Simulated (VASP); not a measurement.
# ZnSe (P4/nmm) in VASP: single point with r2SCAN

Aim: the single point of ZnSe with r2SCAN.

All numbers are computed with VASP 6.6.1; they aren't measurements. Logs are shortened: lines on timing, memory, paths and dates and some standing lists are left out, and cuts for length are marked.

## (1) The cell of the first run

It takes space group P4/nmm (No. 129, tetragonal). The conventional cell has a = 4.108 Å, b = 4.108 Å, c = 6.070 Å, α = 90.00°, β = 90.00°, γ = 90.00°. Within 3.4 Å of Zn (site symmetry -4m2) lie 4 Se at 2.54 Å and 4 Zn at 2.90 Å. Within 3.4 Å of Se (site symmetry 4mm) lie 4 Zn at 2.54 Å.

## (2) Single point, r2SCAN

The input, POSCAR:

```
ZnSe
1.0
    4.1077020000      0.0000000000      0.0000000000
    0.0000000000      4.1077020000      0.0000000000
    0.0000000000      0.0000000000      6.0703500000
Zn Se
2 2
Direct
    0.0000000000      0.0000000000      0.0000000000
    0.5000000000      0.5000000000      0.0000000000
    0.0000000000      0.5000000000      0.2462800003
    0.5000000000      0.0000000000      0.7537199997
```

The input, INCAR.step1:

```
SYSTEM = ZnSe
ALGO = Normal
EDIFF = 1E-4
ENCUT = 520
GGA = PE
ISMEAR = 0
LASPH = .TRUE.
LCHARG = .FALSE.
LREAL = .FALSE.
LWAVE = .TRUE.
NBANDS = 26
NELM = 60
PREC = Accurate
SIGMA = 0.01
```

The input, INCAR.step2:

```
SYSTEM = ZnSe
ALGO = Normal
EDIFF = 1E-6
ENCUT = 520
ISIF = 2
ISMEAR = 0
ISTART = 1
LASPH = .TRUE.
LCHARG = .FALSE.
LMIXTAU = .TRUE.
LREAL = .FALSE.
LWAVE = .FALSE.
METAGGA = R2SCAN
NBANDS = 26
NELM = 60
PREC = Accurate
SIGMA = 0.01
```

The input, KPOINTS:

```
k-points
0
G
  4 4 4
  0 0 0
```

Potentials or basis: VASP PAW PBE potentials, release 64 (Zn, Se).

Started as:

```sh
$ cat potpaw_PBE.64/Zn/POTCAR potpaw_PBE.64/Se/POTCAR > POTCAR
$ cp INCAR.step1 INCAR
$ mpirun -np 1 vasp_std > vasp.out
$ cp INCAR.step2 INCAR
$ mpirun -np 1 vasp_std > vasp.out
```

OUTCAR:

```text
SYSTEM = ZnSe
   EDIFF = 1E-6
   ENCUT = 520
   ISIF = 2
   ISMEAR = 0
   ISTART = 1
   LASPH = .TRUE.
   LREAL = .FALSE.
   METAGGA = R2SCAN
   NELM = 60
   PREC = Accurate

 ion  position               nearest neighbor table
   1  0.000  0.000  0.000-   3 2.54   4 2.54   3 2.54   4 2.54   2 2.90   2 2.90   2 2.90   2 2.90

   2  0.500  0.500  0.000-   3 2.54   4 2.54   4 2.54   3 2.54   1 2.90   1 2.90   1 2.90   1 2.90

   3  0.000  0.500  0.246-   1 2.54   2 2.54   1 2.54   2 2.54
   4  0.500  0.000  0.754-   1 2.54   2 2.54   2 2.54   1 2.54

  LATTYP: Found a simple tetragonal cell.
 ALAT       =     4.1077020000
 C/A-ratio  =     1.4777970749

  Lattice vectors:

 A1 = (   4.1077020000,   0.0000000000,   0.0000000000)
 A2 = (   0.0000000000,   4.1077020000,   0.0000000000)
 A3 = (   0.0000000000,   0.0000000000,   6.0703500000)

Analysis of symmetry for initial positions (statically):
=====================================================================
 Subroutine PRICEL returns:
 Original cell was already a primitive cell.

 Routine SETGRP: Setting up the symmetry group for a
 simple tetragonal supercell.

 Subroutine GETGRP returns: Found 16 space group operations
 (whereof  8 operations were pure point group operations)
 out of a pool of 16 trial point group operations.

The static configuration has the point symmetry D_2d.
 The point group associated with its full space group is D_4h.

Analysis of symmetry for dynamics (positions and initial velocities):
=====================================================================
 Subroutine PRICEL returns:
 Original cell was already a primitive cell.

 Routine SETGRP: Setting up the symmetry group for a
 simple tetragonal supercell.

 Subroutine GETGRP returns: Found 16 space group operations
 (whereof  8 operations were pure point group operations)
 out of a pool of 16 trial point group operations.

The dynamic configuration has the point symmetry D_2d.
 The point group associated with its full space group is D_4h.

 Subroutine INISYM returns: Found 16 space group operations
 (whereof  8 operations are pure point group operations),
 and found     1 'primitive' translations

----------------------------------------------------------------------------------------

                                     Primitive cell

  volume of cell :     102.4263

  direct lattice vectors                    reciprocal lattice vectors
     4.107702000  0.000000000  0.000000000     0.243445118  0.000000000  0.000000000
     0.000000000  4.107702000  0.000000000     0.000000000  0.243445118  0.000000000
     0.000000000  0.000000000  6.070350000     0.000000000  0.000000000  0.164735147

  length of vectors
     4.107702000  4.107702000  6.070350000     0.243445118  0.243445118  0.164735147

  position of ions in fractional coordinates (direct lattice)
     0.000000000  0.000000000  0.000000000
     0.500000000  0.500000000  0.000000000
     0.000000000  0.500000000  0.246280000
     0.500000000  0.000000000  0.753720000

  ion indices of the primitive-cell ions
   primitive index   ion index
                 1           1
                 2           2
                 3           3
                 4           4

----------------------------------------------------------------------------------------

 KPOINTS: k-points

Automatic generation of k-mesh.
 Grid dimensions read from file:
 generate k-points for:    4    4    4

 Generating k-lattice:

  Cartesian coordinates                     Fractional coordinates (reciprocal lattice)
     0.060861280  0.000000000  0.000000000     0.250000000  0.000000000  0.000000000
     0.000000000  0.060861280  0.000000000     0.000000000  0.250000000  0.000000000
     0.000000000  0.000000000  0.041183787     0.000000000  0.000000000  0.250000000

  Length of vectors
     0.060861280  0.060861280  0.041183787

  Shift w.r.t. Gamma in fractional coordinates (k-lattice)
     0.000000000  0.000000000  0.000000000

 Subroutine IBZKPT returns following result:
 ===========================================

 Found     18 irreducible k-points:

 Following reciprocal coordinates:
            Coordinates               Weight
  0.000000  0.000000  0.000000      1.000000
  0.250000  0.000000  0.000000      4.000000
  0.500000  0.000000  0.000000      2.000000
  0.250000  0.250000  0.000000      4.000000
  0.500000  0.250000  0.000000      4.000000
  0.500000  0.500000  0.000000      1.000000
[... 10 lines left out ...]
  0.500000  0.250000  0.500000      4.000000
  0.500000  0.500000  0.500000      1.000000
   k-points           NKPTS =     18   k-points in BZ     NKDIM =     18   number of bands    NBANDS=     26
   number of dos      NEDOS =    301   number of ions     NIONS =      4
   total plane-waves  NPLWV =  49152
   dimension x,y,z NGX =    32 NGY =   32 NGZ =   48
   dimension x,y,z NGXF=    64 NGYF=   64 NGZF=   96
   ions per type =               2   2
   NGX,Y,Z   is equivalent  to a cutoff of  12.95, 12.95, 13.15 a.u.
   NGXF,Y,Z  is equivalent  to a cutoff of  25.90, 25.90, 26.29 a.u.
 SYSTEM =  ZnSe
   PREC   = accura    normal or accurate (medium, high low for compatibility)
   ISTART =      1    job   : 0-new  1-cont  2-samecut
   ICHARG =      0    charge: 1-file 2-atom 10-const
   ISPIN  =      1    spin polarized calculation?
   LNONCOLLINEAR =      F non collinear calculations
   LSORBIT =      F    spin-orbit coupling
   LASPH  =      T    aspherical Exc in radial PAW
   ENCUT  =  520.0 eV  38.22 Ry    6.18 a.u.   7.64  7.64 11.29*2*pi/ulx,y,z
   NELM   =     60;   NELMIN=  2; NELMDL=  0     # of ELM steps
   EDIFF  = 0.1E-05   stopping-criterion for ELM
   LREAL  =      F    real-space projection
   EDIFFG = 0.1E-04   stopping-criterion for IOM
   NSW    =      0    number of steps for IOM
   IBRION =     -1    ionic relax: 0-MD 1-quasi-New 2-CG
   NFREE  =      0    steps in history (QN), initial steepest desc. (CG)
   ISIF   =      2    stress and relaxation
   ISYM   =      2    0-nonsym 1-usesym 2-fastsym
   POTIM  = 0.5000    time-step for ionic-motion
   TEBEG  =    0.0;   TEEND  =   0.0 temperature during run
   PSTRESS=    0.0 pullay stress
   NELECT =      36.0000    total number of electrons
   NUPDOWN=      -1.0000    fix difference up-down
   EMIN   =  10.00;   EMAX   =-10.00  energy-range for DOS
   EFERMI =   0.00;   METHOD = LEGACY
   ISMEAR =     0;   SIGMA  =   0.01  broadening in eV -4-tet -1-fermi 0-gaus
   EFERMI_NEDOS =   21; number of points for ismear=-14 and -15
   IALGO  =     38    algorithm
   IMIX   =      4    mixing-type and parameters
     AMIX     =   0.40;   BMIX     =  1.00
     AMIX_MAG =   1.60;   BMIX_MAG =  1.00
  volume/ion in A,a.u.               =      25.61       172.80
  Fermi-wavevector in a.u.,A,eV,Ry     =   1.155328  2.183253 18.160809  1.334782
  Thomas-Fermi vector in A             =   2.291957
   LORBIT       =      0    0 simple, 1 ext, 2 COOP (PROOUT), +10 PAW based schemes
   METAGGA = R2SCAN    functional components
   LHFCALC =     F    Hartree Fock is set to
   AEXX    =    0.0000 exact exchange contribution
   IVDW    =     0    specifies the selected vdW correction
   LEPSILON=     F    determine dielectric tensor
   LRPA    =     F    only Hartree local field effects (RPA)
 non-spin polarized calculation
 Gauss-broadening in eV      SIGMA  =   0.01
  energy-cutoff  :      520.00
  volume of cell :      102.43
 maximum number of plane-waves:      2783
 NGX is ok and might be reduce to    32
   NGX = 15   NGY = 15   NGZ = 23

 number of electron      35.9999984 magnetization

 Free energy of the ion-electron system (eV)
  ---------------------------------------------------
  ext. energy  EPLUGINS =         0.00000000
  ---------------------------------------------------
  free energy    TOTEN  =       -48.98784762 eV

  energy without entropy =      -48.98784762  energy(sigma->0) =      -48.98784762

 E-fermi :   0.4024     XC(G=0):  -9.2021

 val. band max:        0.3225010143   @ k =   0.0000   0.0000   0.0000
 cond. band min:       2.7313242670   @ k =   0.0000   0.0000   0.0000
 fundamental gap:      2.4088232528
 Fermi energy:         0.4023732385

 k-point     1 :       0.0000    0.0000    0.0000
  band No.  band energies     occupation
      1     -13.0068      2.00000
      2     -12.0530      2.00000
      3      -6.5608      2.00000
      4      -6.5454      2.00000
      5      -6.4950      2.00000
      6      -6.4950      2.00000
[... 18 lines left out ...]
     25      10.9830      0.00000
     26      11.5487      0.00000

 k-point     2 :       0.2500    0.0000    0.0000
  band No.  band energies     occupation
      1     -12.7641      2.00000
      2     -12.0638      2.00000
      3      -6.5228      2.00000
      4      -6.4456      2.00000
      5      -6.4005      2.00000
      6      -6.3851      2.00000
[... 18 lines left out ...]
     25       8.7566      0.00000
     26       8.9730      0.00000

 k-point     3 :       0.5000    0.0000    0.0000
  band No.  band energies     occupation
      1     -12.2913      2.00000
      2     -12.2913      2.00000
      3      -6.3542      2.00000
      4      -6.3542      2.00000
      5      -6.2493      2.00000
      6      -6.2493      2.00000
[... 18 lines left out ...]
     25       8.3102      0.00000
     26       8.3102      0.00000

 k-point     4 :       0.2500    0.2500    0.0000
  band No.  band energies     occupation
      1     -12.5500      2.00000
      2     -12.0357      2.00000
      3      -6.6222      2.00000
      4      -6.3649      2.00000
      5      -6.3510      2.00000
      6      -6.2990      2.00000
[... 18 lines left out ...]
     25       8.5866      0.00000
     26       9.8454      0.00000

 k-point     5 :       0.5000    0.2500    0.0000
  band No.  band energies     occupation
      1     -12.1638      2.00000
      2     -12.1638      2.00000
      3      -6.5017      2.00000
      4      -6.5017      2.00000
      5      -6.2452      2.00000
      6      -6.2452      2.00000
[... 18 lines left out ...]
     25      10.9084      0.00000
     26      10.9084      0.00000

 k-point     6 :       0.5000    0.5000    0.0000
  band No.  band energies     occupation
      1     -12.0268      2.00000
      2     -12.0268      2.00000
      3      -6.6172      2.00000
      4      -6.6172      2.00000
      5      -6.2069      2.00000
      6      -6.2069      2.00000
[... 253 lines left out ...]
 k-point    15 :       0.5000    0.0000    0.5000
  band No.  band energies     occupation
      1     -12.2830      2.00000
      2     -12.2830      2.00000
      3      -6.3549      2.00000
      4      -6.3549      2.00000
      5      -6.2338      2.00000
      6      -6.2338      2.00000
[... 18 lines left out ...]
     25       9.6898      0.00000
     26       9.6898      0.00000

 k-point    16 :       0.2500    0.2500    0.5000
  band No.  band energies     occupation
      1     -12.4700      2.00000
      2     -12.1190      2.00000
      3      -6.6271      2.00000
      4      -6.3588      2.00000
      5      -6.3346      2.00000
      6      -6.3049      2.00000
[... 18 lines left out ...]
     25       8.4402      0.00000
     26       9.4624      0.00000

 k-point    17 :       0.5000    0.2500    0.5000
  band No.  band energies     occupation
      1     -12.1582      2.00000
      2     -12.1582      2.00000
      3      -6.4979      2.00000
      4      -6.4979      2.00000
      5      -6.2471      2.00000
      6      -6.2471      2.00000
[... 18 lines left out ...]
     25       9.1907      0.00000
     26       9.1907      0.00000

 k-point    18 :       0.5000    0.5000    0.5000
  band No.  band energies     occupation
      1     -12.0245      2.00000
      2     -12.0245      2.00000
      3      -6.6078      2.00000
      4      -6.6078      2.00000
      5      -6.2097      2.00000
      6      -6.2097      2.00000
[... 18 lines left out ...]
     25       9.1038      0.00000
     26       9.1038      0.00000

------------------------ aborting loop because EDIFF is reached ----------------------------------------

  FORCE on cell =-STRESS in cart. coord.  units (eV):
  Direction    XX          YY          ZZ          XY          YZ          ZX
  --------------------------------------------------------------------------------------
  -------------------------------------------------------------------------------------
  Total       -1.0761452     -1.0761452     -1.3740357      0.0000000      0.0000000      0.0000000
  in kB      -16.8333229    -16.8333229    -21.4929992      0.0000000      0.0000000      0.0000000
  external PRESSURE =     -18.3865484 kB  Pullay stress =       0.0000000 kB

 VOLUME and BASIS-vectors are now :
 -----------------------------------------------------------------------------
  energy-cutoff  :      520.00
  volume of cell :      102.43
      direct lattice vectors                 reciprocal lattice vectors
     4.107702000  0.000000000  0.000000000     0.243445118  0.000000000  0.000000000
     0.000000000  4.107702000  0.000000000     0.000000000  0.243445118  0.000000000
     0.000000000  0.000000000  6.070350000     0.000000000  0.000000000  0.164735147

 POSITION                                       TOTAL-FORCE (eV/Angst)
 -----------------------------------------------------------------------------------
      0.00000      0.00000      0.00000         0.000000     -0.000000     -0.000000
      2.05385      2.05385      0.00000        -0.000000      0.000000     -0.000000
      0.00000      2.05385      1.49501         0.000000     -0.000000     -0.374977
      2.05385      0.00000      4.57534         0.000000      0.000000      0.374977
 -----------------------------------------------------------------------------------
    total drift:                                0.000000     -0.000000     -0.000000

  FREE ENERGIE OF THE ION-ELECTRON SYSTEM (eV)
  ---------------------------------------------------
  free  energy   TOTEN  =       -48.9878476202 eV

  energy  without entropy=      -48.9878476202  energy(sigma->0) =      -48.98784762
```

It took 5.9 min on 1 thread of AMD EPYC 7R13, shared host; peak memory 0.21 GiB.

What came out:

* Free energy: -48.9878 eV
* Pressure: -1.8 GPa
* Largest force: 0.375 eV/Å
* Band gap on the k mesh: 2.41 eV, direct

Forces on the atoms (eV/Å):
```
Zn   0.000  0.000  0.000
Zn   0.000  0.000  0.000
Se   0.000  0.000 -0.375
Se   0.000  0.000  0.375
```

Stress tensor (GPa, compression positive):
```
-1.68  0.00  0.00
 0.00 -1.68  0.00
 0.00  0.00 -2.15
```

Caveat: the PAW data sets were made with another functional, which shifts forces and pressure a little.
